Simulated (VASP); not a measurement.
# Co (P6_3/mmc) in VASP: notebook

The runs below take Co through single point, relaxation of cell and atoms, with PBEsol+D3(BJ).

All numbers are computed with VASP 6.6.1; they aren't measurements. Logs are shortened: lines on timing, memory, paths and dates and some standing lists are left out, and cuts for length are marked.

### 1 The cell of the first run

The structure is hexagonal, space group P6_3/mmc (No. 194). Conventional cell: a = 2.435 Å, b = 2.435 Å, c = 3.931 Å, α = 90.00°, β = 90.00°, γ = 120.00°. Co (site symmetry -6m2) has 12 Co at 2.42 to 2.44 Å within 3.2 Å.

### 2 Single point, PBEsol+D3(BJ), collinear spin, ferromagnetic start

File INCAR:

```
SYSTEM = Co
PREC = Accurate
ENCUT = 520
EDIFF = 1E-6
ISMEAR = -1
SIGMA = 0.05
LREAL = .FALSE.
LASPH = .TRUE.
NELM = 150
ALGO = Fast
ISIF = 2
LWAVE = .FALSE.
LCHARG = .FALSE.
ISPIN = 2
MAGMOM = 2 2
LORBIT = 11
LMAXMIX = 4
GGA = PS
IVDW = 12
NBANDS = 20
```

File KPOINTS:

```
regular mesh
0
G
  12 12 7
  0 0 0
```

File POSCAR:

```
Co
1.0
    2.4354959879      0.0000000000      0.0000000000
   -1.2177479940      2.1092013963      0.0000000000
    0.0000000000      0.0000000000      3.9313187396
Co
2
Direct
    0.6666666667      0.3333333333      0.7500000000
    0.3333333333      0.6666666667      0.2500000000
```

Potentials or basis: VASP PAW PBE potentials, release 64 (Co).

Launch:

```console
> cat potpaw_PBE.64/Co/POTCAR > POTCAR
> mpirun -np 1 vasp_std > vasp.out
```

OUTCAR:

```text
SYSTEM = Co
   PREC = Accurate
   ENCUT = 520
   EDIFF = 1E-6
   ISMEAR = -1
   LREAL = .FALSE.
   LASPH = .TRUE.
   NELM = 150
   ISIF = 2
   ISPIN = 2
   LORBIT = 11
   GGA = PS
   IVDW = 12
 IVDW          = 12

 ion  position               nearest neighbor table
   1  0.667  0.333  0.750-   2 2.42   2 2.42   2 2.42   2 2.42   2 2.42   2 2.42
   2  0.333  0.667  0.250-   1 2.42   1 2.42   1 2.42   1 2.42   1 2.42   1 2.42

  LATTYP: Found a hexagonal cell.
 ALAT       =     2.4354959879
 C/A-ratio  =     1.6141758226

  Lattice vectors:

 A1 = (   2.4354959879,   0.0000000000,   0.0000000000)
 A2 = (  -1.2177479940,   2.1092013963,   0.0000000000)
 A3 = (   0.0000000000,   0.0000000000,   3.9313187396)

Analysis of symmetry for initial positions (statically):
=====================================================================
 Subroutine PRICEL returns:
 Original cell was already a primitive cell.

 Routine SETGRP: Setting up the symmetry group for a
 hexagonal supercell.

 Subroutine GETGRP returns: Found 24 space group operations
 (whereof 12 operations were pure point group operations)
 out of a pool of 24 trial point group operations.

The static configuration has the point symmetry D_3d.
 The point group associated with its full space group is D_6h.

Analysis of symmetry for dynamics (positions and initial velocities):
=====================================================================
 Subroutine PRICEL returns:
 Original cell was already a primitive cell.

 Routine SETGRP: Setting up the symmetry group for a
 hexagonal supercell.

 Subroutine GETGRP returns: Found 24 space group operations
 (whereof 12 operations were pure point group operations)
 out of a pool of 24 trial point group operations.

The dynamic configuration has the point symmetry D_3d.
 The point group associated with its full space group is D_6h.

Analysis of structural, dynamic, and magnetic symmetry:
=====================================================================
 Subroutine PRICEL returns:
 Original cell was already a primitive cell.

 Routine SETGRP: Setting up the symmetry group for a
 hexagonal supercell.

 Subroutine GETGRP returns: Found 24 space group operations
 (whereof 12 operations were pure point group operations)
 out of a pool of 24 trial point group operations.

The overall configuration has the point symmetry D_3d.
 The point group associated with its full space group is D_6h.

 Subroutine INISYM returns: Found 24 space group operations
 (whereof 12 operations are pure point group operations),
 and found     1 'primitive' translations

----------------------------------------------------------------------------------------

                                     Primitive cell

  volume of cell :      20.1950

  direct lattice vectors                    reciprocal lattice vectors
     2.435495988  0.000000000  0.000000000     0.410593984  0.237056547  0.000000000
    -1.217747994  2.109201396  0.000000000     0.000000000  0.474113094  0.000000000
     0.000000000  0.000000000  3.931318740     0.000000000  0.000000000  0.254367571

  length of vectors
     2.435495988  2.435495988  3.931318740     0.474113094  0.474113094  0.254367571

  position of ions in fractional coordinates (direct lattice)
     0.666666667  0.333333333  0.750000000
     0.333333333  0.666666667  0.250000000

  ion indices of the primitive-cell ions
   primitive index   ion index
                 1           1
                 2           2

----------------------------------------------------------------------------------------

 KPOINTS: regular mesh

Automatic generation of k-mesh.
 Grid dimensions read from file:
 generate k-points for:   12   12    7

 Generating k-lattice:

  Cartesian coordinates                     Fractional coordinates (reciprocal lattice)
     0.034216165  0.019754712  0.000000000     0.083333333 -0.000000000  0.000000000
     0.000000000  0.039509425  0.000000000     0.000000000  0.083333333  0.000000000
     0.000000000  0.000000000  0.036338224     0.000000000  0.000000000  0.142857143

  Length of vectors
     0.039509425  0.039509425  0.036338224

  Shift w.r.t. Gamma in fractional coordinates (k-lattice)
     0.000000000  0.000000000  0.000000000

 Subroutine IBZKPT returns following result:
 ===========================================

 Found     76 irreducible k-points:

 Following reciprocal coordinates:
            Coordinates               Weight
  0.000000  0.000000  0.000000      1.000000
  0.083333 -0.000000  0.000000      6.000000
  0.166667  0.000000  0.000000      6.000000
  0.250000 -0.000000  0.000000      6.000000
  0.333333 -0.000000  0.000000      6.000000
  0.416667 -0.000000  0.000000      6.000000
[... 16 lines left out ...]
  0.250000 -0.000000  0.142857     12.000000
  0.333333 -0.000000  0.142857     12.000000
 [... further k-points ...]
   k-points           NKPTS =     76   k-points in BZ     NKDIM =     76   number of bands    NBANDS=     20
   number of dos      NEDOS =    301   number of ions     NIONS =      2
   total plane-waves  NPLWV =   9720
   dimension x,y,z NGX =    18 NGY =   18 NGZ =   30
   dimension x,y,z NGXF=    36 NGYF=   36 NGZF=   60
   ions per type =               2
   NGX,Y,Z   is equivalent  to a cutoff of  12.29, 12.29, 12.69 a.u.
   NGXF,Y,Z  is equivalent  to a cutoff of  24.57, 24.57, 25.37 a.u.
 SYSTEM =  Co
   PREC   = accura    normal or accurate (medium, high low for compatibility)
   ISTART =      0    job   : 0-new  1-cont  2-samecut
   ICHARG =      2    charge: 1-file 2-atom 10-const
   ISPIN  =      2    spin polarized calculation?
   LNONCOLLINEAR =      F non collinear calculations
   LSORBIT =      F    spin-orbit coupling
   LASPH  =      T    aspherical Exc in radial PAW
   ENCUT  =  520.0 eV  38.22 Ry    6.18 a.u.   4.53  4.53  7.31*2*pi/ulx,y,z
   NELM   =    150;   NELMIN=  2; NELMDL= -5     # of ELM steps
   EDIFF  = 0.1E-05   stopping-criterion for ELM
   LREAL  =      F    real-space projection
   EDIFFG = 0.1E-04   stopping-criterion for IOM
   NSW    =      0    number of steps for IOM
   IBRION =     -1    ionic relax: 0-MD 1-quasi-New 2-CG
   NFREE  =      0    steps in history (QN), initial steepest desc. (CG)
   ISIF   =      2    stress and relaxation
   ISYM   =      2    0-nonsym 1-usesym 2-fastsym
   POTIM  = 0.5000    time-step for ionic-motion
   TEBEG  =    0.0;   TEEND  =   0.0 temperature during run
   PSTRESS=    0.0 pullay stress
   NELECT =      18.0000    total number of electrons
   NUPDOWN=      -1.0000    fix difference up-down
   EMIN   =  10.00;   EMAX   =-10.00  energy-range for DOS
   EFERMI =   0.00;   METHOD = LEGACY
   ISMEAR =    -1;   SIGMA  =   0.05  broadening in eV -4-tet -1-fermi 0-gaus
   EFERMI_NEDOS =   21; number of points for ismear=-14 and -15
   IALGO  =     68    algorithm
   IMIX   =      4    mixing-type and parameters
     AMIX     =   0.40;   BMIX     =  1.00
     AMIX_MAG =   1.60;   BMIX_MAG =  1.00
  volume/ion in A,a.u.               =      10.10        68.14
  Fermi-wavevector in a.u.,A,eV,Ry     =   1.575498  2.977259 33.772284  2.482193
  Thomas-Fermi vector in A             =   2.676472
   LORBIT       =     11    0 simple, 1 ext, 2 COOP (PROOUT), +10 PAW based schemes
   GGA     = PS    functional components
   LHFCALC =     F    Hartree Fock is set to
   AEXX    =    0.0000 exact exchange contribution
   IVDW    =    12    specifies the selected vdW correction
   LEPSILON=     F    determine dielectric tensor
   LRPA    =     F    only Hartree local field effects (RPA)
 spin polarized calculation
 RMM-DIIS sequential band-by-band and
  energy-cutoff  :      520.00
  volume of cell :       20.19
 maximum number of plane-waves:       565
   NGX =  9   NGY =  9   NGZ = 15

 number of electron      17.9999982 magnetization       3.0430393

 Free energy of the ion-electron system (eV)
  ---------------------------------------------------
  ext. energy  EPLUGINS =         0.00000000
  ---------------------------------------------------
  free energy    TOTEN  =       -15.46831761 eV

  energy without entropy =      -15.45393326  energy(sigma->0) =      -15.46112543

 E-fermi :  11.1160     XC(G=0): -14.0096

 val. band max:       11.0949914977   @ k =   0.2500  -0.0000   0.0000
 cond. band min:      11.1164834463   @ k =   0.1667   0.0833   0.1429
 fundamental gap:      0.0214919486
 Fermi energy:        11.1159952051

 spin component 1

 k-point     1 :       0.0000    0.0000    0.0000
  band No.  band energies     occupation
      1       1.7218      1.00000
      2       5.6364      1.00000
      3       8.4499      1.00000
      4       8.4660      1.00000
      5       8.4660      1.00000
      6       8.8237      1.00000
[... 12 lines left out ...]
     19      38.1968      0.00000
     20      38.1968      0.00000
[... 507 lines left out ...]
 k-point    24 :       0.3333   -0.0000    0.1429
  band No.  band energies     occupation
      1       5.1003      1.00000
      2       6.4443      1.00000
      3       6.8586      1.00000
      4       7.6872      1.00000
      5       8.5198      1.00000
      6       8.5586      1.00000
[... 12 lines left out ...]
     19      35.4149      0.00000
     20      37.0713      0.00000

 [... further k-points ...]

 spin component 2

 k-point     1 :       0.0000    0.0000    0.0000
  band No.  band energies     occupation
      1       1.7910      1.00000
      2       6.5477      1.00000
      3       9.9884      1.00000
      4       9.9924      1.00000
      5       9.9924      1.00000
      6      10.4028      1.00000
[... 12 lines left out ...]
     19      38.5414      0.00000
     20      38.5414      0.00000
[... 507 lines left out ...]
 k-point    24 :       0.3333   -0.0000    0.1429
  band No.  band energies     occupation
      1       5.4072      1.00000
      2       7.5617      1.00000
      3       7.9410      1.00000
      4       8.8802      1.00000
      5       9.9086      1.00000
      6      10.1161      1.00000
[... 12 lines left out ...]
     19      35.8718      0.00000
     20      37.4341      0.00000

 [... further k-points ...]

------------------------ aborting loop because EDIFF is reached ----------------------------------------

 Edisp (eV)   -0.81795

 E8    (eV) :    -0.5414

  FORCE on cell =-STRESS in cart. coord.  units (eV):
  Direction    XX          YY          ZZ          XY          YZ          ZX
  --------------------------------------------------------------------------------------
  -------------------------------------------------------------------------------------
  Total      -0.13752    -0.13752    -0.14502     0.00000     0.00000     0.00000
  in kB     -10.91038   -10.91038   -11.50489     0.00000     0.00000     0.00000
  external pressure =      -11.11 kB  Pullay stress =        0.00 kB

 VOLUME and BASIS-vectors are now :
 -----------------------------------------------------------------------------
  energy-cutoff  :      520.00
  volume of cell :       20.19
      direct lattice vectors                 reciprocal lattice vectors
     2.435495988  0.000000000  0.000000000     0.410593984  0.237056547  0.000000000
    -1.217747994  2.109201396  0.000000000     0.000000000  0.474113094  0.000000000
     0.000000000  0.000000000  3.931318740     0.000000000  0.000000000  0.254367571

 POSITION                                       TOTAL-FORCE (eV/Angst)
 -----------------------------------------------------------------------------------
      1.21775      0.70307      2.94849        -0.000000      0.000000      0.000000
     -0.00000      1.40613      0.98283         0.000000      0.000000      0.000000
 -----------------------------------------------------------------------------------
    total drift:                                0.000000     -0.000000     -0.000000

  FREE ENERGIE OF THE ION-ELECTRON SYSTEM (eV)
  ---------------------------------------------------
  free  energy   TOTEN  =       -16.2862708869 eV

  energy  without entropy=      -16.2718865337  energy(sigma->0) =      -16.27907871

 total charge

# of ion       s       p       d       tot
------------------------------------------
    1        0.519   0.590   7.313   8.422
    2        0.519   0.590   7.313   8.422
--------------------------------------------------
tot          1.039   1.180  14.625  16.844

 magnetization (x)

# of ion       s       p       d       tot
------------------------------------------
    1       -0.016  -0.051   1.591   1.524
    2       -0.016  -0.051   1.591   1.524
--------------------------------------------------
tot         -0.031  -0.102   3.181   3.048
```

Wall time 1.8 min (1 thread of Intel Xeon 8259CL, shared host); peak memory 0.18 GiB.

What came out:

```yaml
Free_energy: -16.2863 eV
Pressure: -1.1 GPa
Net_moment: 3.04 μB per cell
Site_moments: Co +1.52 μB
Valence_electrons_inside_the_program's_atomic_spheres: Co 8.42
Dispersion_energy_per_atom: -0.409 eV
```

Levels at points of the mesh, in eV from the Fermi level:
Spin up:
| k point | band 8 | band 9 | band 10 | band 11 | band 12 | band 13 |
| --- | --- | --- | --- | --- | --- | --- |
| (0.00, 0.00, 0.00) | -1.90 | -1.90 | -0.66 | -0.66 | -0.14 | 7.05 |
| (0.50, 0.00, 0.00) | -0.52 | -0.40 | -0.35 | 1.53 | 3.69 | 10.26 |
Spin down:
| k point | band 5 | band 6 | band 7 | band 8 | band 9 | band 10 |
| --- | --- | --- | --- | --- | --- | --- |
| (0.00, 0.00, 0.00) | -1.12 | -0.71 | -0.71 | -0.25 | -0.25 | -0.11 |
| (0.50, 0.00, 0.00) | -1.30 | -1.18 | -0.72 | 1.24 | 1.40 | 1.43 |

Caveat: the PAW data sets were made with another functional, which shifts forces and pressure a little.

### 3 Relaxation of cell and atoms, PBEsol+D3(BJ), collinear spin, ferromagnetic start

This run uses another cell than the first one, of 10.64 Å³/atom.

File INCAR:

```
PREC = Accurate ; ENCUT = 600
EDIFF = 1E-6 ; ISMEAR = -1
SIGMA = 0.05 ; LREAL = F
LASPH = T ; NELM = 150
ALGO = Normal ; ISIF = 3
LWAVE = F ; LCHARG = F
ISPIN = 2 ; MAGMOM = 2 2
LORBIT = 11 ; LMAXMIX = 4
GGA = PS ; IVDW = 12
IBRION = 2 ; NSW = 60
EDIFFG = -0.01
```

File KPOINTS:

```
regular mesh
0
Gamma
  12 12 7
```

File POSCAR:

```
Co
1.0
    2.4719999032      0.0000000000      0.0000000000
   -1.2359999516      2.1408147143      0.0000000000
    0.0000000000      0.0000000000      4.0211440800
Co
2
Direct
    0.6666666667      0.3333333333      0.7500000000
    0.3333333333      0.6666666667      0.2500000000
```

Potentials or basis: VASP PAW PBE potentials, release 64 (Co).

Launch:

```console
> cat potpaw_PBE.64/Co/POTCAR > POTCAR
> mpirun -np 1 vasp_std > vasp.out
```

It took 4.6 min on 1 thread of Intel Xeon 8259CL, shared host; peak memory 0.19 GiB.

Results (log left out):

```yaml
Free_energy: -16.2869 eV
Relaxed_volume: 10.05 Å³/atom
Relaxed_cell: a = 2.432 Å, b = 2.432 Å, c = 3.925 Å, α = 90.00°, β = 90.00°, γ = 120.00°
Space_group_after_relaxing_to_0.1_Å: P6_3/mmc (No. 194)
Energy_gained_by_relaxing: 24.9 meV/atom
Ionic_steps: 5
Pressure_after_relaxing: 0.0 GPa
Net_moment: 3.03 μB per cell
Site_moments: Co +1.52 μB
Valence_electrons_inside_the_program's_atomic_spheres: Co 8.43
Dispersion_energy_per_atom: -0.411 eV
```

Step by step:
| step | energy change (eV) | largest force (eV/Å) | pressure (GPa) | volume (Å³) |
| --- | --- | --- | --- | --- |
| 1 | 0.0000 | 0.0000 | -12.55 | 21.28 |
| 2 | 0.0278 | 0.0000 | 20.82 | 18.81 |
| 3 | -0.0496 | 0.0000 | -0.15 | 20.11 |
| 4 | -0.0496 | 0.0000 | 0.06 | 20.09 |
| 5 | -0.0498 | 0.0000 | 0.05 | 20.10 |

Final structure:
```
Co
1.0
     2.43163    0.00000    0.00000
    -1.21581    2.10585    0.00000
     0.00000    0.00000    3.92478
Co
2
Direct
  0.66667 0.33333 0.75000
  0.33333 0.66667 0.25000
```

Levels at points of the mesh, in eV from the Fermi level:
Spin up:
```tsv
k point	band 8	band 9	band 10	band 11	band 12	band 13
(0.00, 0.00, 0.00)	-1.90	-1.90	-0.65	-0.65	-0.14	7.09
(0.50, 0.00, 0.00)	-0.51	-0.39	-0.34	1.54	3.72	10.30
```
Spin down:
```csv
k point,band 4,band 5,band 6,band 7,band 8,band 9,band 10,band 11
"(0.00, 0.00, 0.00)",-1.14,-1.14,-0.72,-0.72,-0.26,-0.26,-0.11,1.11
"(0.50, 0.00, 0.00)",-2.00,-1.32,-1.19,-0.72,1.25,1.41,1.44,2.76
```

Caveat: the PAW data sets were made with another functional, which shifts forces and pressure a little.
